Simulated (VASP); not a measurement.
Al2Cu, 6 atoms in the cell. The structure is tetragonal, space group I4/mcm (No. 140). The conventional cell has a = 5.750 Å, b = 5.750 Å, c = 4.687 Å, α = 90.00°, β = 90.00°, γ = 90.00°. Al (site symmetry m2m) has 4 Cu at 2.46 Å and 11 Al at 2.58 to 3.06 Å within 3.2 Å. Within 3.1 Å of Cu (site symmetry 422) lie 2 Cu at 2.34 Å and 8 Al at 2.46 Å. 

* Program: VASP 6.6.1
* Task: single point
* Functional: PBE
* Potentials or basis: VASP PAW PBE potentials, release 64 (Al, Cu)
* Cutoff: 520 eV
* k mesh: 10 × 10 × 10
* Occupations: gaussian, width 0.15 eV
* Spin: no spin polarisation
* Dipole correction: no
* Further INCAR settings: ALGO = Fast; EDIFF = 1e-07; NBANDS = 26

Potentials or basis: VASP PAW PBE potentials, release 64 (Al, Cu).

Run with:

```bash
$ cat potpaw_PBE.64/Al/POTCAR potpaw_PBE.64/Cu/POTCAR > POTCAR
$ mpirun -np 1 vasp_std > vasp.out
```

Hardware: 1 thread of Intel(R) Xeon(R) 6975P-C (Granite Rapids) (shared host).

Question: Estimate the wall time of this run.

Answer: Wall time 2.4 min on 1 thread of Intel(R) Xeon(R) 6975P-C (Granite Rapids) (shared host), peak memory 0.31 GiB. Counts: scf iterations 19, k points 102.
